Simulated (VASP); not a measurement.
Input of a VASP 6.6.1 run:

Contents of INCAR:

```
ALGO = Normal
EDIFF = 1E-6
ENCUT = 520
GGA = PS
ISIF = 2
ISMEAR = -1
LASPH = T
LCHARG = F
LREAL = F
LWAVE = F
NBANDS = 15
NELM = 100
PREC = Accurate
SIGMA = 0.02
```

KPOINTS

```
k-points
0
Gamma
  9 9 9
```

The input POSCAR:

```
TaN
1.0
    0.0000000000      2.1345181309      2.1345181309
    2.1345181309      0.0000000000      2.1345181309
    2.1345181309      2.1345181309      0.0000000000
Ta N
1 1
Direct
    0.5000000000      0.5000000000      0.5000000000
    0.0000000000      0.0000000000      0.0000000000
```

Potentials or basis: VASP PAW PBE potentials, release 64 (Ta_pv, N).

The run is started by

```sh
$ cat potpaw_PBE.64/Ta_pv/POTCAR potpaw_PBE.64/N/POTCAR > POTCAR
$ mpirun -np 1 vasp_std > vasp.out
```

Question: What does it give for the pressure?

Answer: 32.5 GPa.

Question: Estimate the band gap on the k mesh.

Answer: Zero (band 8 reaches 12.19 eV, above the bottom of band 9 at 8.02 eV).

Caveat: the PAW data sets were made with another functional, which shifts forces and pressure a little; spin-orbit coupling is left out, which moves the levels of the heavy elements.
